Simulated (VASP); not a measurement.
Wanted: the native input for a VASP 6.6.1 run.

* Task: single point
* Functional: PBEsol
* Potentials or basis: VASP PAW PBE potentials, release 64 (Be, Se, S)
* Cutoff: 520 eV
* k mesh: 1 × 1 × 1, shifted
* Occupations: fermi-dirac, width 0.05 eV
* Spin: no spin polarisation
* Dipole correction: no
* Further INCAR settings: LREAL = Auto; ALGO = Normal; EDIFF = 1e-06; NBANDS = 166; ISYM = 0

The structure of Be16Se13S3 lies in POSCAR:

```
Be16Se13S3
1.0
   10.1486957693      0.0000000000      0.0000000000
    0.0000000000     10.1486957693      0.0000000000
    0.0000000000      0.0000000000     10.1486957693
Be Se S
32 26 6
Direct
    0.0049650000      0.9949740000      0.9952190000
    0.0044130000      0.9941270000      0.4944160000
    0.0049470000      0.5044690000      0.0057480000
    0.0002280000      0.5004430000      0.4996920000
    0.4977680000      0.0088670000      0.0007440000
    0.4983430000      0.0001780000      0.4999270000
    0.4934470000      0.4946810000      0.0047550000
    0.4980100000      0.4990730000      0.4990050000
    0.2591810000      0.2490400000      0.0007470000
    0.2498140000      0.2493030000      0.4992910000
    0.2404080000      0.7502650000      0.0002070000
    0.2445910000      0.7545740000      0.4948660000
    0.7450290000      0.2445660000      0.0048510000
    0.7486760000      0.2489010000      0.4996480000
    0.7492590000      0.7500230000      0.0006050000
    0.7509320000      0.7504510000      0.4991890000
    0.2445540000      0.9945780000      0.2543060000
    0.2501750000      0.9998100000      0.7614310000
    0.2500260000      0.4993210000      0.2388090000
    0.2492690000      0.5002860000      0.7497760000
    0.7444930000      0.0048200000      0.2433200000
    0.7500450000      0.9995450000      0.7494910000
    0.7500510000      0.5000030000      0.2499880000
    0.7493790000      0.4990770000      0.7521770000
    0.0000930000      0.2488960000      0.2484720000
    0.9997420000      0.2493850000      0.7513260000
    0.0092250000      0.7496900000      0.2494270000
    0.0053370000      0.7554880000      0.7552430000
    0.4977920000      0.2496090000      0.2399350000
    0.4935620000      0.2438060000      0.7556650000
    0.4982500000      0.7503960000      0.2484610000
    0.4978660000      0.7499060000      0.7513260000
    0.1274280000      0.1235200000      0.1238990000
    0.1261910000      0.1222450000      0.6268330000
    0.1250160000      0.6278280000      0.6253480000
    0.6230580000      0.1248650000      0.6267460000
    0.6232020000      0.6237410000      0.1250000000
    0.6245310000      0.6251170000      0.6254500000
    0.3744410000      0.3734450000      0.6267190000
    0.3718500000      0.8763380000      0.1239150000
    0.3718480000      0.8763580000      0.6269090000
    0.8750460000      0.3749640000      0.1249320000
    0.8749710000      0.3748590000      0.6254770000
    0.8775510000      0.8751390000      0.1250540000
    0.8778150000      0.8751040000      0.6253200000
    0.3742870000      0.1248290000      0.3722760000
    0.3718400000      0.6251070000      0.3722140000
    0.3718460000      0.6251070000      0.8782420000
    0.8749020000      0.1234210000      0.3733930000
    0.8750240000      0.1235210000      0.8769860000
    0.8777370000      0.6264900000      0.3735090000
    0.8778170000      0.6264430000      0.8770400000
    0.1263440000      0.3761700000      0.3720720000
    0.1274450000      0.3748450000      0.8783670000
    0.6230240000      0.3734880000      0.3723390000
    0.6217840000      0.3721480000      0.8781740000
    0.6245330000      0.8766020000      0.3733460000
    0.6230940000      0.8777090000      0.8770580000
    0.1265690000      0.6266260000      0.1250520000
    0.6214670000      0.1265330000      0.1237220000
    0.3744100000      0.3735940000      0.1237050000
    0.3744590000      0.1250220000      0.8789340000
    0.1249740000      0.8737210000      0.3735800000
    0.1267060000      0.8753110000      0.8772670000
```

One way to write it, as run:

INCAR

```
  PREC = Accurate
  ENCUT = 520
  EDIFF = 1E-6
  ISMEAR = -1
  SIGMA = 0.05
  LREAL = Auto
  LASPH = True
  NELM = 100
  ALGO = Normal
  ISIF = 2
  LWAVE = False
  LCHARG = False
  GGA = PS
  ISYM = 0
  NBANDS = 166
```

KPOINTS

```
Automatic mesh
0
Gamma
  1 1 1
  0.25 0.25 0.25
```

Potentials or basis: VASP PAW PBE potentials, release 64 (Be, Se, S).

Command:

```console
$ cat potpaw_PBE.64/Be/POTCAR potpaw_PBE.64/Se/POTCAR potpaw_PBE.64/S/POTCAR > POTCAR
$ mpirun -np 1 vasp_std > vasp.out
```

Results of the run:

The pressure is 0.3 GPa and the largest force is 0.067 eV/Å. The band gap on the k mesh is 3.23 eV.

Caveat: the PAW data sets were made with another functional, which shifts forces and pressure a little; a shifted mesh leaves out Γ, where band edges can lie.

It took 44 min on 1 thread of Intel Xeon 8259CL, on a shared host, peak memory 1.2 GiB.
